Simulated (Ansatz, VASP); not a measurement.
**CdSe4 in VASP and in Ansatz**

```
CELL_PARAMETERS angstrom
5.06446 0.00000 0.00000
0.00000 5.06446 0.00000
0.00000 0.00000 5.06446
ATOMIC_POSITIONS crystal
Cd 0.00000 0.00000 0.00000
Se 0.50000 0.50000 0.50000
Se 0.00000 0.50000 0.50000
Se 0.50000 0.00000 0.50000
Se 0.50000 0.50000 0.00000
```

Change from the starting cell: species swapped into the Mn4N type (Pm-3m, No. 221).

Alike in both runs: functional PBE; k mesh 3 × 3 × 3; occupations gaussian, width 0.2 eV; no spin polarisation.

Ansatz relaxed the structure, and its values are those at the end. VASP's run is a single point on that final structure, the one shown.

```csv
,VASP,Ansatz
version,VASP 6.6.1,Ansatz 0.2.0
potentials or method,"VASP PAW PBE potentials, release 64 (Cd, Se), cutoff 500 eV","scalar-relativistic, plane waves, PAW"
valence electrons in the cell,36,84
```

|  | VASP | Ansatz | Ansatz less VASP |
| --- | --- | --- | --- |
| gap on the k mesh at the Fermi level (eV) | none | none | - |
| pressure (GPa) | 0.1 | 0.1 | -0.06 |

A gap of «none» marks a metal or a gap that the smearing closes. VASP's potentials hold 36 valence electrons a cell and Ansatz's 84, so a difference there can come from the potentials and not from the codes.

The k mesh is coarse, so the values compare programs but aren't converged.
